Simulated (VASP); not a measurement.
A run of VASP 6.6.1:

INCAR

```
PREC = Accurate ; ENCUT = 520
EDIFF = 1E-6 ; ISMEAR = 0
SIGMA = 0.1 ; LREAL = False
LASPH = True ; NELM = 60
ALGO = Normal ; ISIF = 2
LWAVE = False ; LCHARG = True
GGA = PE ; LELF = True
LVHAR = True ; NBANDS = 18
```

KPOINTS

```
Automatic mesh
0
Gamma
  6 6 4
```

The input POSCAR:

```
P
1.0
    4.0777961813      0.0000000000      0.0000000000
   -2.0388980906      3.5314750844      0.0000000000
    0.0000000000      0.0000000000      4.7706304792
P
4
Direct
    0.3333333333      0.6666666667      0.4999446431
    0.6666666667      0.3333333333      0.9999446431
    0.6666666667      0.3333333333      0.5000553569
    0.3333333333      0.6666666667      0.0000553569
```

Potentials or basis: VASP PAW PBE potentials, release 64 (P).

Run with:

```sh
$ cat potpaw_PBE.64/P/POTCAR > POTCAR
$ mpirun -np 1 vasp_std > vasp.out
```

Hardware: 1 thread of Intel Xeon 8259CL, with other jobs on the host.

Q: How long does it take, and how much memory?

A: Wall time 42 s on 1 thread of Intel Xeon 8259CL, on a shared host, peak memory 0.14 GiB. Counts: scf iterations 11, k points 21.
